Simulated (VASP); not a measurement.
Crystal: Ta2Ga.

```
Ta Ga
1.0
     4.67119    0.00000    0.00000
    -2.33560    4.04537    0.00000
     0.00000    0.00000    2.81071
Ta Ga
2 1
Direct
  0.33333 0.66667 0.50000
  0.66667 0.33333 0.50000
  0.00000 0.00000 0.00000
```

- Program: VASP 6.6.1
- Task: relaxation of cell and atoms
- Functional: PBE
- Potentials or basis: VASP PAW PBE potentials, release 64 (Ta_pv, Ga_d)
- Cutoff: 600 eV
- k mesh: 6 × 6 × 6
- Occupations: gaussian, width 0.1 eV
- Spin: no spin polarisation

At the start: pressure 0.6 GPa; volume 17.70 Å³/atom.

Question: How do energy, volume and symmetry change on relaxing?

Answer: Over 3 steps the energy falls by 6.5 meV/atom and the volume is 17.79 Å³/atom (+0.5 %); space group P6/mmm (No. 191, to 0.05 Å).

The path:
```csv
step,energy change (eV),largest force (eV/Å),pressure (GPa),volume (Å³)
1,0.0000,0.0000,0.55,53.11
2,-0.0097,0.0000,-0.51,53.55
3,-0.0196,0.0000,-0.18,53.38
```

Final structure:
```yaml
crystal:
  lattice:
    - [4.71531, 0.00000, 0.00000]
    - [-2.35765, 4.08358, 0.00000]
    - [0.00000, 0.00000, 2.77218]
  atoms:
    - { symbol: Ta, position: [0.33333, 0.66667, 0.50000] }
    - { symbol: Ta, position: [0.66667, 0.33333, 0.50000] }
    - { symbol: Ga, position: [0.00000, 0.00000, 0.00000] }
```

Caveat: the k points lie up to 0.38 Å⁻¹ apart in the final cell.
